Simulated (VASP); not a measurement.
Wanted: the native input for a VASP 6.6.1 run.

| Quantity | Value |
| --- | --- |
| Task | single point |
| Functional | LDA |
| Potentials or basis | VASP PAW LDA potentials, release 64 (H) |
| Cutoff | 520 eV |
| k mesh | 10 × 10 × 4 |
| Occupations | gaussian, width 0.05 eV |
| Spin | no spin polarisation |
| Dipole correction | no |
| Further INCAR settings | ALGO = Normal; EDIFF = 1e-06; NBANDS = 10 |

The structure of H lies in POSCAR:

```
H
1.0
    1.5969811249     -2.6462664437      0.0000000000
    1.5969811249      2.6462664437      0.0000000000
    0.0000000000      0.0000000000      6.7279659639
H
4
Direct
    0.5678085000      0.4321915000      0.9995149500
    0.4321915000      0.5678085000      0.0004850500
    0.4321915000      0.5678085000      0.4995149500
    0.5678085000      0.4321915000      0.5004850500
```

This cell differs from its parent crystal: ratio of the length along z to the lengths across it x 1.1, volume and fractional coordinates fixed.

These files were run (other wordings do the same):

INCAR

```
ALGO = Normal
EDIFF = 1E-6
ENCUT = 520
GGA = CA
ISIF = 2
ISMEAR = 0
LASPH = T
LCHARG = T
LELF = T
LREAL = F
LVHAR = T
LWAVE = F
NBANDS = 10
NELM = 100
PREC = Accurate
SIGMA = 0.05
```

KPOINTS

```
k-points
0
Gamma
  10 10 4
```

Potentials or basis: VASP PAW LDA potentials, release 64 (H).

Command:

```console
$ cat potpaw_LDA.64/H/POTCAR > POTCAR
$ mpirun -np 1 vasp_std > vasp.out
```

Results of the run:

| Item | Value |
| --- | --- |
| Pressure | 2.0 GPa |
| Largest force | 1.923 eV/Å |
| Band gap on the k mesh | 8.20 eV |

Caveat: forces of over 1 eV/Å act on the atoms, so gaps and moduli don't describe the material at rest.

Wall time 50 s on 1 thread of Intel Xeon 6975P-C, with other jobs on the host, peak memory 0.16 GiB.
